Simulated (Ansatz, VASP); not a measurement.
**Y in VASP and in Ansatz**

```
Y
1.0
     0.00000    2.46015    2.48500
     2.46015    0.00000    2.48500
     2.46015    2.46015    0.00000
Y
1
Direct
  0.00000 0.00000 0.00000
```

Change from the starting cell: equal xx and yy strain of -1 %.

Alike in both runs: task single point; functional LDA; k mesh 13 × 13 × 13; occupations fermi-dirac, width 0.05 eV; no spin polarisation.

|  | VASP | Ansatz |
| --- | --- | --- |
| version | VASP 6.6.1 | Ansatz 0.2.0 |
| potentials or method | VASP PAW LDA potentials, release 64 (Y_sv), cutoff 520 eV | all-electron LAPW, scalar-relativistic |

|  | VASP | Ansatz | Ansatz less VASP |
| --- | --- | --- | --- |
| pressure (GPa) | -1.1 | -0.9 | +0.19 |
| traceless stress, the component that is largest in VASP (GPa) | -0.23 | -0.22 | +0.002 |

LDA's correlation is that of Perdew and Zunger in VASP and of Perdew and Wang (1992) in Ansatz. Ansatz ran all-electron here, and VASP with PAW potentials.
